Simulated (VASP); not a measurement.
# Sb (Fm-3m) in VASP: notebook

Sb is run at these levels: LDA; tasks: single point.

Everything below comes from runs of VASP 6.6.1. Logs are shortened: lines on timing, memory, paths and dates and some standing lists are left out, and cuts for length are marked.

## Step 1: The cell of the first run

Symmetry: Fm-3m, No. 225, cubic system. Conventional cell: a = 3.721 Å, b = 3.721 Å, c = 3.721 Å, α = 90.00°, β = 90.00°, γ = 90.00°. Sb (site symmetry m-3m) has 12 Sb at 2.63 Å within 3.5 Å.

## Step 2: Single point, LDA (volume scaled by 0.5)

INCAR reads:

```
SYSTEM = Sb
PREC = Accurate ; ENCUT = 520
EDIFF = 1E-7 ; ISMEAR = -1
SIGMA = 0.1 ; LREAL = .False.
LASPH = .True. ; NELM = 60
ALGO = Normal ; ISIF = 2
LWAVE = .False. ; LCHARG = .False.
NBANDS = 8
```

KPOINTS reads:

```
Automatic mesh
0
Gamma
  15 15 15
  0 0 0
```

POSCAR reads:

```
Sb
1.0
    0.0000000000      1.8604013211      1.8604013211
    1.8604013211      0.0000000000      1.8604013211
    1.8604013211      1.8604013211      0.0000000000
Sb
1
Direct
    0.0000000000      0.0000000000      0.0000000000
```

Potentials or basis: VASP PAW LDA potentials, release 64 (Sb).

On the command line:

```console
> cat potpaw_LDA.64/Sb/POTCAR > POTCAR
> mpirun -np 1 vasp_std > vasp.out
```

OUTCAR:

```text
SYSTEM = Sb
   PREC = Accurate
   ENCUT = 520
   EDIFF = 1E-7
   ISMEAR = -1
   LREAL = .False.
   LASPH = .True.
   NELM = 60
   ISIF = 2

 ion  position               nearest neighbor table
   1  0.000  0.000  0.000-

  LATTYP: Found a face centered cubic cell.
 ALAT       =     3.7208026422

  Lattice vectors:

 A1 = (   0.0000000000,   1.8604013211,   1.8604013211)
 A2 = (   1.8604013211,   0.0000000000,   1.8604013211)
 A3 = (   1.8604013211,   1.8604013211,   0.0000000000)

Analysis of symmetry for initial positions (statically):
=====================================================================
 Subroutine PRICEL returns:
 Original cell was already a primitive cell.

 Routine SETGRP: Setting up the symmetry group for a
 face centered cubic supercell.

 Subroutine GETGRP returns: Found 48 space group operations
 (whereof 48 operations were pure point group operations)
 out of a pool of 48 trial point group operations.

The static configuration has the point symmetry O_h .

Analysis of symmetry for dynamics (positions and initial velocities):
=====================================================================
 Subroutine PRICEL returns:
 Original cell was already a primitive cell.

 Routine SETGRP: Setting up the symmetry group for a
 face centered cubic supercell.

 Subroutine GETGRP returns: Found 48 space group operations
 (whereof 48 operations were pure point group operations)
 out of a pool of 48 trial point group operations.

The dynamic configuration has the point symmetry O_h .

 Subroutine INISYM returns: Found 48 space group operations
 (whereof 48 operations are pure point group operations),
 and found     1 'primitive' translations

----------------------------------------------------------------------------------------

                                     Primitive cell

  volume of cell :      12.8780

  direct lattice vectors                    reciprocal lattice vectors
     0.000000000  1.860401321  1.860401321    -0.268759216  0.268759216  0.268759216
     1.860401321  0.000000000  1.860401321     0.268759216 -0.268759216  0.268759216
     1.860401321  1.860401321  0.000000000     0.268759216  0.268759216 -0.268759216

  length of vectors
     2.631004780  2.631004780  2.631004780     0.465504617  0.465504617  0.465504617

  position of ions in fractional coordinates (direct lattice)
     0.000000000  0.000000000  0.000000000

  ion indices of the primitive-cell ions
   primitive index   ion index
                 1           1

----------------------------------------------------------------------------------------

 KPOINTS: Automatic mesh

Automatic generation of k-mesh.
 Grid dimensions read from file:
 generate k-points for:   15   15   15

 Generating k-lattice:

  Cartesian coordinates                     Fractional coordinates (reciprocal lattice)
    -0.017917281  0.017917281  0.017917281     0.066666667  0.000000000  0.000000000
     0.017917281 -0.017917281  0.017917281     0.000000000  0.066666667  0.000000000
     0.017917281  0.017917281 -0.017917281     0.000000000  0.000000000  0.066666667

  Length of vectors
     0.031033641  0.031033641  0.031033641

  Shift w.r.t. Gamma in fractional coordinates (k-lattice)
     0.000000000  0.000000000  0.000000000

 Subroutine IBZKPT returns following result:
 ===========================================

 Found    120 irreducible k-points:

 Following reciprocal coordinates:
            Coordinates               Weight
  0.000000  0.000000  0.000000      1.000000
  0.066667  0.000000  0.000000      8.000000
  0.133333  0.000000  0.000000      8.000000
  0.200000  0.000000  0.000000      8.000000
  0.266667  0.000000  0.000000      8.000000
  0.333333  0.000000  0.000000      8.000000
[... 16 lines left out ...]
  0.133333  0.133333  0.000000      6.000000
  0.200000  0.133333  0.000000     24.000000
 [... further k-points ...]
   k-points           NKPTS =    120   k-points in BZ     NKDIM =    120   number of bands    NBANDS=      8
   number of dos      NEDOS =    301   number of ions     NIONS =      1
   total plane-waves  NPLWV =   8000
   dimension x,y,z NGX =    20 NGY =   20 NGZ =   20
   dimension x,y,z NGXF=    40 NGYF=   40 NGZF=   40
   ions per type =               1
   NGX,Y,Z   is equivalent  to a cutoff of  12.64, 12.64, 12.64 a.u.
   NGXF,Y,Z  is equivalent  to a cutoff of  25.27, 25.27, 25.27 a.u.
 SYSTEM =  Sb
   PREC   = accura    normal or accurate (medium, high low for compatibility)
   ISTART =      0    job   : 0-new  1-cont  2-samecut
   ICHARG =      2    charge: 1-file 2-atom 10-const
   ISPIN  =      1    spin polarized calculation?
   LNONCOLLINEAR =      F non collinear calculations
   LSORBIT =      F    spin-orbit coupling
   LASPH  =      T    aspherical Exc in radial PAW
   ENCUT  =  520.0 eV  38.22 Ry    6.18 a.u.   4.89  4.89  4.89*2*pi/ulx,y,z
   NELM   =     60;   NELMIN=  2; NELMDL= -5     # of ELM steps
   EDIFF  = 0.1E-06   stopping-criterion for ELM
   LREAL  =      F    real-space projection
   EDIFFG = 0.1E-05   stopping-criterion for IOM
   NSW    =      0    number of steps for IOM
   IBRION =     -1    ionic relax: 0-MD 1-quasi-New 2-CG
   NFREE  =      0    steps in history (QN), initial steepest desc. (CG)
   ISIF   =      2    stress and relaxation
   ISYM   =      2    0-nonsym 1-usesym 2-fastsym
   POTIM  = 0.5000    time-step for ionic-motion
   TEBEG  =    0.0;   TEEND  =   0.0 temperature during run
   PSTRESS=    0.0 pullay stress
   NELECT =       5.0000    total number of electrons
   NUPDOWN=      -1.0000    fix difference up-down
   EMIN   =  10.00;   EMAX   =-10.00  energy-range for DOS
   EFERMI =   0.00;   METHOD = LEGACY
   ISMEAR =    -1;   SIGMA  =   0.10  broadening in eV -4-tet -1-fermi 0-gaus
   EFERMI_NEDOS =   21; number of points for ismear=-14 and -15
   IALGO  =     38    algorithm
   IMIX   =      4    mixing-type and parameters
     AMIX     =   0.40;   BMIX     =  1.00
     AMIX_MAG =   1.60;   BMIX_MAG =  1.00
  volume/ion in A,a.u.               =      12.88        86.91
  Fermi-wavevector in a.u.,A,eV,Ry     =   1.194304  2.256907 19.406832  1.426362
  Thomas-Fermi vector in A             =   2.330297
   LORBIT       =      0    0 simple, 1 ext, 2 COOP (PROOUT), +10 PAW based schemes
   GGA     = CA    functional components
   LHFCALC =     F    Hartree Fock is set to
   AEXX    =    0.0000 exact exchange contribution
   IVDW    =     0    specifies the selected vdW correction
   LEPSILON=     F    determine dielectric tensor
   LRPA    =     F    only Hartree local field effects (RPA)
 non-spin polarized calculation
  energy-cutoff  :      520.00
  volume of cell :       12.88
 maximum number of plane-waves:       359
   NGX =  9   NGY =  9   NGZ =  9

 number of electron       5.0000000 magnetization

 Free energy of the ion-electron system (eV)
  ---------------------------------------------------
  ext. energy  EPLUGINS =         0.00000000
  ---------------------------------------------------
  free energy    TOTEN  =         0.65802293 eV

  energy without entropy =        0.67536465  energy(sigma->0) =        0.66669379

 E-fermi :  22.3152     XC(G=0): -13.8463

 val. band max:       22.2991143822   @ k =   0.4000   0.3333   0.0000
 cond. band min:      22.3256935926   @ k =   0.4000   0.2667   0.1333
 fundamental gap:      0.0265792103
 Fermi energy:        22.3152339951

 k-point     1 :       0.0000    0.0000    0.0000
  band No.  band energies     occupation
      1       0.7387      2.00000
      2      30.7725      0.00000
      3      33.6133      0.00000
      4      33.6133      0.00000
      5      33.6133      0.00000
      6      34.5231      0.00000
      7      34.5231      0.00000
      8      34.5231      0.00000

 k-point     2 :       0.0667    0.0000    0.0000
  band No.  band energies     occupation
      1       0.9016      2.00000
      2      30.0924      0.00000
      3      32.0785      0.00000
      4      33.0498      0.00000
      5      33.0498      0.00000
      6      35.2259      0.00000
      7      35.2259      0.00000
      8      36.0485      0.00000

 k-point     3 :       0.1333    0.0000    0.0000
  band No.  band energies     occupation
      1       1.3923      2.00000
      2      27.4396      0.00000
      3      31.6039      0.00000
      4      32.3262      0.00000
      5      32.3262      0.00000
      6      36.2488      0.00000
      7      36.2488      0.00000
      8      37.3517      0.00000

 k-point     4 :       0.2000    0.0000    0.0000
  band No.  band energies     occupation
      1       2.2158      2.00000
      2      24.1356      0.00000
      3      31.4500      0.00000
      4      31.7014      0.00000
      5      31.7014      0.00000
      6      36.2280      0.00000
      7      36.2280      0.00000
      8      37.8133      0.00000

 k-point     5 :       0.2667    0.0000    0.0000
  band No.  band energies     occupation
      1       3.3787      2.00000
      2      20.7425      2.00000
      3      31.1726      0.00000
      4      31.1726      0.00000
      5      31.1907      0.00000
      6      35.2071      0.00000
      7      35.2071      0.00000
      8      37.3057      0.00000

 k-point     6 :       0.3333    0.0000    0.0000
  band No.  band energies     occupation
      1       4.8867      2.00000
      2      17.4398      2.00000
      3      30.7277      0.00000
      4      30.7277      0.00000
      5      30.8358      0.00000
      6      34.2740      0.00000
      7      34.2740      0.00000
      8      36.8000      0.00000

 k-point     7 :       0.4000    0.0000    0.0000
  band No.  band energies     occupation
      1       6.7418      2.00000
      2      14.3342      2.00000
      3      30.3821      0.00000
      4      30.3821      0.00000
      5      30.5051      0.00000
      6      33.6243      0.00000
      7      33.6243      0.00000
      8      36.5017      0.00000

 k-point     8 :       0.4667    0.0000    0.0000
  band No.  band energies     occupation
      1       8.9337      2.00000
      2      11.5017      2.00000
      3      30.1856      0.00000
      4      30.1856      0.00000
      5      30.3108      0.00000
      6      33.3018      0.00000
      7      33.3018      0.00000
      8      36.3713      0.00000

 k-point     9 :       0.0667    0.0667    0.0000
  band No.  band energies     occupation
      1       0.9559      2.00000
      2      30.2977      0.00000
      3      31.9274      0.00000
      4      31.9274      0.00000
      5      32.9970      0.00000
      6      35.3318      0.00000
      7      36.1180      0.00000
      8      36.1180      0.00000

 k-point    10 :       0.1333    0.0667    0.0000
  band No.  band energies     occupation
      1       1.3372      2.00000
      2      28.5480      0.00000
      3      30.9535      0.00000
      4      30.9649      0.00000
      5      33.4612      0.00000
      6      35.3495      0.00000
      7      36.7500      0.00000
      8      37.1023      0.00000
[... 78 lines left out ...]
 k-point    18 :      -0.3333    0.0667    0.0000
  band No.  band energies     occupation
      1       5.6150      2.00000
      2      16.5126      2.00000
      3      27.9466      0.00000
      4      31.1548      0.00000
      5      31.4142      0.00000
      6      33.6006      0.00000
      7      34.7582      0.00000
      8      37.8183      0.00000

 k-point    19 :      -0.2667    0.0667    0.0000
  band No.  band energies     occupation
      1       3.9905      2.00000
      2      19.7523      2.00000
      3      28.1155      0.00000
      4      31.9145      0.00000
      5      32.5263      0.00000
      6      33.9105      0.00000
      7      35.0152      0.00000
      8      38.4638      0.00000

 k-point    20 :      -0.2000    0.0667    0.0000
  band No.  band energies     occupation
      1       2.7122      2.00000
      2      23.1224      0.00062
      3      28.4968      0.00000
      4      32.5497      0.00000
      5      33.2858      0.00000
      6      34.8391      0.00000
      7      35.4196      0.00000
      8      37.5320      0.00000

 k-point    21 :      -0.1333    0.0667    0.0000
  band No.  band energies     occupation
      1       1.7755      2.00000
      2      26.4713      0.00000
      3      29.0753      0.00000
      4      32.7586      0.00000
      5      33.8096      0.00000
      6      35.5407      0.00000
      7      35.8491      0.00000
      8      36.7344      0.00000

 k-point    22 :      -0.0667    0.0667    0.0000
  band No.  band energies     occupation
      1       1.1738      2.00000
      2      29.1728      0.00000
      3      30.2409      0.00000
      4      32.6061      0.00000
      5      34.1565      0.00000
      6      34.6412      0.00000
      7      35.8691      0.00000
      8      37.5114      0.00000

 k-point    23 :       0.1333    0.1333    0.0000
  band No.  band energies     occupation
      1       1.6096      2.00000
      2      29.4437      0.00000
      3      29.7819      0.00000
      4      29.7819      0.00000
      5      31.7517      0.00000
      6      34.9899      0.00000
      7      37.1811      0.00000
      8      38.0790      0.00000

 k-point    24 :       0.2000    0.1333    0.0000
  band No.  band energies     occupation
      1       2.2121      2.00000
      2      26.7650      0.00000
      3      28.8071      0.00000
      4      29.8137      0.00000
      5      31.9994      0.00000
      6      33.4805      0.00000
      7      37.4206      0.00000
      8      38.8069      0.00000

 [... further k-points ...]
[... 5 lines left out ...]
  --------------------------------------------------------------------------------------
  -------------------------------------------------------------------------------------
  Total       20.0182755     20.0182755     20.0182755      0.0000000     -0.0000000     -0.0000000
  in kB     2490.5045037   2490.5045037   2490.5045037      0.0000000     -0.0000000     -0.0000000
  external PRESSURE =    2490.5045037 kB  Pullay stress =       0.0000000 kB

 VOLUME and BASIS-vectors are now :
 -----------------------------------------------------------------------------
  energy-cutoff  :      520.00
  volume of cell :       12.88
      direct lattice vectors                 reciprocal lattice vectors
     0.000000000  1.860401321  1.860401321    -0.268759216  0.268759216  0.268759216
     1.860401321  0.000000000  1.860401321     0.268759216 -0.268759216  0.268759216
     1.860401321  1.860401321  0.000000000     0.268759216  0.268759216 -0.268759216

 POSITION                                       TOTAL-FORCE (eV/Angst)
 -----------------------------------------------------------------------------------
      0.00000      0.00000      0.00000         0.000000      0.000000      0.000000
 -----------------------------------------------------------------------------------
    total drift:                                0.000000      0.000000     -0.000000

  FREE ENERGIE OF THE ION-ELECTRON SYSTEM (eV)
  ---------------------------------------------------
  free  energy   TOTEN  =         0.6580229283 eV

  energy  without entropy=        0.6753646544  energy(sigma->0) =        0.66669379
```

Wall time 8.1 s (1 thread of Intel Xeon 6975P-C, shared host); peak memory 0.12 GiB.

What came out:

* Free energy: 0.6580 eV
* Pressure: 249.1 GPa

Levels at points of the mesh, in eV from the Fermi level:
| k point | band 1 | band 2 | band 3 | band 4 | band 5 |
| --- | --- | --- | --- | --- | --- |
| (0.00, 0.00, 0.00) | -21.58 | 8.46 | 11.30 | 11.30 | 11.30 |

Caveat: spin-orbit coupling is left out, which moves the levels of the heavy elements.

## Step 3: Single point, LDA (volume scaled by 0.6)

INCAR reads:

```
PREC = Accurate
ENCUT = 520
EDIFF = 1E-6
ISMEAR = -1
SIGMA = 0.1
LREAL = False
LASPH = True
NELM = 100
ALGO = Normal
ISIF = 2
LWAVE = False
LCHARG = False
NBANDS = 8
```

KPOINTS reads:

```
Automatic mesh
0
Gamma
  15 15 15
```

POSCAR reads:

```
Sb
1.0
    0.0000000000      1.9769714060      1.9769714060
    1.9769714060      0.0000000000      1.9769714060
    1.9769714060      1.9769714060      0.0000000000
Sb
1
Direct
    0.0000000000      0.0000000000      0.0000000000
```

Potentials or basis: VASP PAW LDA potentials, release 64 (Sb).

On the command line:

```console
> cat potpaw_LDA.64/Sb/POTCAR > POTCAR
> mpirun -np 1 vasp_std > vasp.out
```

It took 6.2 s on 1 thread of Intel Xeon 6975P-C, shared host; peak memory 0.14 GiB.

The run converged. Its results:

```
Free energy : -2.1706 eV
Pressure    : 119.7 GPa
```

Levels at points of the mesh, in eV from the Fermi level:
```csv
k point,band 1,band 2,band 3,band 4,band 5
"(0.00, 0.00, 0.00)",-18.82,9.42,10.02,10.02,10.02
```

Caveat: spin-orbit coupling is left out, which moves the levels of the heavy elements.
